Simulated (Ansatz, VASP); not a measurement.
Given: the input of a run of Ansatz 0.2.0 on AlFe3B.

Contents of input.yaml:

```yaml
crystal:
  lattice:
    - [3.822322, 0.0, 0.0]
    - [0.0, 3.822322, 0.0]
    - [0.0, 0.0, 3.822322]
  atoms:
    - { symbol: Fe, position: [0.0, 0.0, 0.5], spin: 3.0 }
    - { symbol: Fe, position: [0.0, 0.5, 0.0], spin: 3.0 }
    - { symbol: Fe, position: [0.5, 0.0, 0.0], spin: 3.0 }
    - { symbol: Al, position: [0.5, 0.5, 0.5] }
    - { symbol: B, position: [0.0, 0.0, 0.0] }
hamiltonian:
  xc: pbesol
  pseudopotentials: { kind: paw }
magnetization:
  spin_polarized: true
  initial_magnetization: 9.0
  spin_locking: { lock_magnetization: hard }
kpoints:
  mp_grid: { grid: [6, 6, 6] }
scf:
  occupations: { method: fermi_dirac, width: 0.05 }
  lower_state_search: "off"
output:
  forces: true
  stress: true
  eigenvalues: true
```

Potentials or basis: Ansatz PAW.

Run with:

```sh
$ ansatz run input.yaml --threads 2 --pin off --max-ram 5632MiB --backend cpu --events-out ev --progress --plain --runs-dir out
```

**Question.** Translate it to VASP 6.6.1. Potentials there: VASP PAW PBE potentials, release 64 (Fe, Al, B).

**Answer.** As run (the cutoff follows the program's own potentials):

File INCAR:

```
PREC = Accurate
ENCUT = 520
EDIFF = 1E-6
ISMEAR = -1
SIGMA = 0.05
LREAL = False
LASPH = True
NELM = 150
ALGO = Normal
ISIF = 2
LWAVE = False
LCHARG = False
ISPIN = 2
MAGMOM = 3 3 3 0 0
LORBIT = 11
NUPDOWN = 9.0
LMAXMIX = 4
GGA = PS
NBANDS = 27
```

KPOINTS

```
regular mesh
0
Gamma
  6 6 6
```

File POSCAR:

```
AlFe3B
1.0
    3.8223220000      0.0000000000      0.0000000000
    0.0000000000      3.8223220000      0.0000000000
    0.0000000000      0.0000000000      3.8223220000
Fe Al B
3 1 1
Direct
    0.0000000000      0.0000000000      0.5000000000
    0.0000000000      0.5000000000      0.0000000000
    0.5000000000      0.0000000000      0.0000000000
    0.5000000000      0.5000000000      0.5000000000
    0.0000000000      0.0000000000      0.0000000000
```

Potentials or basis: VASP PAW PBE potentials, release 64 (Fe, Al, B).

Command:

```console
$ cat potpaw_PBE.64/Fe/POTCAR potpaw_PBE.64/Al/POTCAR potpaw_PBE.64/B/POTCAR > POTCAR
$ mpirun -np 1 vasp_std > vasp.out
```

Both were run:

|  | VASP | Ansatz | Ansatz less VASP |
| --- | --- | --- | --- |
| pressure (GPa) | 19.8 | 19.4 | -0.42 |
| net moment per atom (μB) | 1.80 | 1.80 | 0.000 |
| size of the moment on the site where the two differ most (μB) | 2.89 | 2.57 | -0.314 |

VASP's potentials were made for PBE, not for PBEsol. Site moments also hang on the region over which each program counts them. VASP's potentials hold 30 valence electrons a cell and Ansatz's 54, so a difference there can come from the potentials and not from the codes.
